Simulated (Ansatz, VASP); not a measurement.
## Mn: VASP beside Ansatz

```
Mn
1.0
    -2.20015    2.20015    1.23324
     2.20015   -2.20015    1.23324
     2.20015    2.20015   -1.23324
Mn
2
Direct
  0.75000 0.25000 0.50000
  0.00000 0.00000 0.00000
```

Alike in both runs: task single point; functional LDA; k mesh 4 × 4 × 4; collinear spin.

```csv
,VASP,Ansatz
version,VASP 6.6.1,Ansatz 0.2.0
potentials or method,"VASP PAW LDA potentials, release 64 (Mn_pv), cutoff 520 eV","scalar-relativistic, plane waves, PAW"
occupations,"methfessel-paxton of order 1, width 0.36 eV","cold, width 0.36 eV"
valence electrons in the cell,26,30
```

|  | VASP | Ansatz | Ansatz less VASP |
| --- | --- | --- | --- |
| gap on the k mesh at the Fermi level (eV) | none | none | - |
| pressure (GPa) | -12.5 | -10.3 | +2.23 |
| traceless stress, the component that is largest in VASP (GPa) | 4.38 | 5.87 | +1.497 |
| net moment per atom (μB) | 0.00 | 0.00 | 0.000 |
| size of the moment on the site where the two differ most (μB) | 1.46 | 1.57 | +0.109 |

LDA's correlation is that of Perdew and Zunger in VASP and of Perdew and Wang (1992) in Ansatz. Site moments also hang on the region over which each program counts them. A gap of «none» marks a metal or a gap that the smearing closes. VASP's potentials hold 26 valence electrons a cell and Ansatz's 30, so a difference there can come from the potentials and not from the codes. Ansatz's warnings: no starting moments, stability check not made.

The k mesh is coarse, so the values compare programs but aren't converged.
